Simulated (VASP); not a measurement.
Set up this calculation in VASP 6.6.1, as the native input.

| Property | Result |
| --- | --- |
| Task | single point |
| Functional | PBE |
| Dispersion | D3(BJ) |
| Potentials or basis | VASP PAW PBE potentials, release 64 (In_d, Sb) |
| Cutoff | 520 eV |
| k mesh | 4 × 4 × 8 |
| Occupations | gaussian, width 0.05 eV |
| Spin | no spin polarisation |
| Dipole correction | no |
| Further INCAR settings | ALGO = Normal; EDIFF = 1e-07; NBANDS = 26 |

The structure of InSb lies in POSCAR:

```
InSb
1.0
    5.5759994541      0.0000000000      0.0000000000
    0.0000000000      5.5785321100      0.0000000000
    0.0000000000      0.0000000000      3.3810119286
In Sb
2 2
Direct
    0.0000000000      0.0000000000      0.0005679213
    0.5000000000      0.5000000000     -0.0005679213
    0.5000000000      0.0000000000      0.6558629679
    0.0000000000      0.5000000000      0.3441370321
```

This cell differs from its parent crystal: volume scaled by 0.98.

One way to write it, as run:

INCAR

```
  PREC = Accurate
  ENCUT = 520
  EDIFF = 1E-7
  ISMEAR = 0
  SIGMA = 0.05
  LREAL = False
  LASPH = True
  NELM = 80
  ALGO = Normal
  ISIF = 2
  LWAVE = False
  LCHARG = False
  GGA = PE
  IVDW = 12
  NBANDS = 26
```

KPOINTS

```
regular mesh
0
Gamma
  4 4 8
```

Potentials or basis: VASP PAW PBE potentials, release 64 (In_d, Sb).

Run with:

```bash
$ cat potpaw_PBE.64/In_d/POTCAR potpaw_PBE.64/Sb/POTCAR > POTCAR
$ mpirun -np 1 vasp_std > vasp.out
```

Results of the run:

```yaml
Pressure: 0.8 GPa
Band_gap_on_the_k_mesh: zero (band 18 reaches 10.10 eV, above the bottom of band 19 at 6.55 eV)
Dispersion_energy_per_atom: -0.432 eV
```

Caveat: three body term missing; spin-orbit coupling is left out, which moves the levels of the heavy elements; pairwise dispersion overbinds metals, which lowers pressure and volume.

Run time: 62 s on 1 thread of Intel(R) Xeon(R) 6975P-C (Granite Rapids), on a shared host, peak memory 0.29 GiB.
